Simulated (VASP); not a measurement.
## B: single point with LDA

Crystal: B.

```
B
1.0
     2.42018    1.39729    4.13170
    -2.42018    1.39729    4.13170
     0.00000   -2.79458    4.13170
B
12
Cartesian
  -1.5581 0.8995 2.7900
  0.0000 -1.7991 2.7900
  1.5581 0.8995 2.7900
  1.5581 -0.8995 9.6051
  0.0000 1.7991 9.6051
  -1.5581 -0.8995 9.6051
  -0.9886 0.5708 4.4334
  0.0000 -1.1416 4.4334
  0.9886 0.5708 4.4334
  0.9886 -0.5708 7.9617
  0.0000 1.1416 7.9617
  -0.9886 -0.5708 7.9617
```

```json
{
  "Program": "VASP 6.6.1",
  "Task": "single point",
  "Functional": "LDA",
  "Potentials or basis": "VASP PAW LDA potentials, release 64 (B)",
  "Cutoff": "520 eV",
  "k mesh": "8 × 8 × 8",
  "Occupations": "gaussian, width 0.05 eV",
  "Spin": "no spin polarisation"
}
```

* Pressure: 0.4 GPa
* Largest force: 0.015 eV/Å
* Band gap on the k mesh: 1.37 eV, indirect (least direct gap 1.71 eV)

Forces on the atoms (eV/Å):
```
B    0.009 -0.005 -0.009
B    0.000  0.010 -0.009
B   -0.009 -0.005 -0.009
B   -0.009  0.005  0.009
B    0.000 -0.010  0.009
B    0.009  0.005  0.009
B    0.013 -0.007 -0.002
B    0.000  0.015 -0.002
B   -0.013 -0.007 -0.002
B   -0.013  0.007  0.002
B    0.000 -0.015  0.002
B    0.013  0.007  0.002
```

Stress tensor (GPa, compression positive):
```
0.41 0.00 0.00
0.00 0.41 0.00
0.00 0.00 0.24
```

Levels at points of the mesh, in eV from the valence-band top:
| k point | band 16 | band 17 | band 18 | band 19 | band 20 | band 21 |
| --- | --- | --- | --- | --- | --- | --- |
| (0.00, 0.00, 0.00) | -0.79 | -0.79 | -0.37 | 1.37 | 4.66 | 4.66 |
| (0.50, 0.00, 0.00) | -1.94 | -1.76 | -0.53 | 1.95 | 3.39 | 3.65 |
| (0.50, 0.50, 0.00) | -2.57 | -2.18 | -1.89 | 1.50 | 2.69 | 2.98 |
| (0.50, 0.50, 0.50) | -1.95 | -1.95 | 0.00 | 2.60 | 2.84 | 2.84 |

It took 110 s on 1 thread of AMD EPYC 9R45 96-Core Processor (Zen 5), with other jobs on the host, peak memory 0.22 GiB.

A k mesh can miss the band edges. LDA gaps usually lie below the measured ones, often by a third to a half.
